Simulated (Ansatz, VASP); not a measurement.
**One calculation of Ni, two programs**

POSCAR

```
Ni
1.0
    0.0000000000      1.7672500000      1.7672500000
    1.7672500000      0.0000000000      1.7672500000
    1.7672500000      1.7672500000      0.0000000000
Ni
1
Direct
    0.0000000000      0.0000000000      0.0000000000
```

The input INCAR.step1:

```
SYSTEM = Ni
ALGO = Normal
EDIFF = 1E-4
ENCUT = 520
GGA = PE
ISMEAR = -1
ISPIN = 2
LASPH = .True.
LCHARG = .False.
LMAXMIX = 4
LREAL = .False.
LWAVE = .True.
MAGMOM = 2
NBANDS = 15
NELM = 150
PREC = Accurate
SIGMA = 0.1
```

INCAR.step2

```
SYSTEM = Ni
ALGO = Normal
EDIFF = 1E-7
ENCUT = 520
ISIF = 2
ISMEAR = -1
ISPIN = 2
ISTART = 1
LASPH = .True.
LCHARG = .False.
LMAXMIX = 4
LMIXTAU = .True.
LORBIT = 11
LREAL = .False.
LWAVE = .False.
MAGMOM = 2
METAGGA = R2SCAN
NBANDS = 15
NELM = 150
PREC = Accurate
SIGMA = 0.1
```

Contents of KPOINTS:

```
k-points
0
Gamma
  14 14 14
  0 0 0
```

Input for Ansatz:

```yaml
crystal:
  lattice:
    - [0.0, 1.76725, 1.76725]
    - [1.76725, 0.0, 1.76725]
    - [1.76725, 1.76725, 0.0]
  atoms:
    - { symbol: Ni, position: [0.0, 0.0, 0.0], spin: 2.0 }
magnetization:
  spin_polarized: true
hamiltonian:
  xc: r2scan
  pseudopotentials: { kind: paw }
basis:
  ecutwfc: 500
kpoints:
  mp_grid: { grid: [14, 14, 14] }
scf:
  occupations: { method: fermi_dirac, width: 0.1 }
  lower_state_search: "off"
output:
  forces: true
  stress: true
```

Alike in both runs: task single point; functional r2SCAN; k mesh 14 × 14 × 14; occupations fermi-dirac, width 0.1 eV; collinear spin.

|  | VASP | Ansatz |
| --- | --- | --- |
| version | VASP 6.6.1 | Ansatz 0.2.0 |
| potentials or method | VASP PAW PBE potentials, release 64 (Ni), cutoff 520 eV | PAW, plane waves, scalar-relativistic |
| valence electrons in the cell | 10 | 18 |

|  | VASP | Ansatz | Ansatz less VASP |
| --- | --- | --- | --- |
| pressure (GPa) | -8.6 | -9.1 | -0.44 |
| net moment per atom (μB) | 0.74 | 0.76 | +0.014 |
| size of the moment on the site where the two differ most (μB) | 0.77 | 0.83 | +0.059 |

VASP's potentials were made for PBE, not for r2SCAN. Site moments also hang on the region over which each program counts them. VASP's potentials hold 10 valence electrons a cell and Ansatz's 18, so a difference there can come from the potentials and not from the codes. Ansatz's warnings: stability check not made.
